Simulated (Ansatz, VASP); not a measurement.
# Two plane-wave programs on TaAs

File INCAR:

```
SYSTEM = TaAs
PREC = Accurate ; ENCUT = 600
EDIFF = 1E-7 ; ISMEAR = 0
SIGMA = 0.1 ; LREAL = .FALSE.
LASPH = .TRUE. ; NELM = 100
ALGO = Normal ; ISIF = 3
LWAVE = .FALSE. ; LCHARG = .FALSE.
GGA = PE ; IBRION = 2
NSW = 90 ; EDIFFG = -0.04
```

KPOINTS

```
Automatic mesh
0
G
  6 6 6
  0 0 0
```

POSCAR

```
TaAs
1.0
    3.4468317000      0.0000000000      0.0000000000
    0.0000000000      3.4468317000      0.0000000000
    0.0000000000      0.0000000000      3.6310153400
Ta As
1 1
Direct
    0.5000000000      0.5000000000      0.0000000000
    0.0000000000      0.0000000000      0.5000000000
```

Input for Ansatz:

```yaml
crystal:
  lattice:
    - [3.4468317, 0.0, 0.0]
    - [0.0, 3.4468317, 0.0]
    - [0.0, 0.0, 3.63101534]
  atoms:
    - { symbol: Ta, position: [0.5, 0.5, 0.0] }
    - { symbol: As, position: [0.0, 0.0, 0.5] }
basis:
  ecutwfc: 420
kpoints:
  mp_grid: { grid: [6, 6, 6] }
hamiltonian:
  xc: pbe
scf:
  occupations: { method: gaussian, width: 0.1 }
  lower_state_search: "off"
output:
  forces: true
  stress: true
  eigenvalues: true
relax:
  adjacent_minimum: "off"
  f_tol: 0.04
  max_steps: 70
  cell: { stress_tol: 0.4 }
```

Alike in both runs: task relaxation of cell and atoms; functional PBE; k mesh 6 × 6 × 6; occupations gaussian, width 0.1 eV; no spin polarisation.

|  | VASP | Ansatz |
| --- | --- | --- |
| version | VASP 6.6.1 | Ansatz 0.2.0 |
| potentials or method | VASP PAW PBE potentials, release 64 (Ta_pv, As), cutoff 600 eV | scalar-relativistic, plane waves, PAW |
| valence electrons in the cell | 16 | 28 |

VASP gave:

- gap on the k mesh at the Fermi level, each at its own relaxed structure (eV): none
- relaxed volume (Å³/atom): 16.68
- relaxed cell length with the largest relative difference (Å): 3.221

Problem. What did Ansatz give for the same quantities?

Solution. gap on the k mesh at the Fermi level, each at its own relaxed structure (eV): none; relaxed volume (Å³/atom): 16.66; relaxed cell length with the largest relative difference (Å): 3.216.

A gap of «none» marks a metal or a gap that the smearing closes. VASP's potentials hold 16 valence electrons a cell and Ansatz's 28, so a difference there can come from the potentials and not from the codes.

Spin-orbit coupling is off throughout. Noted on VASP's run: the volume moved by over 15 % at a fixed basis, so the end points are rough.
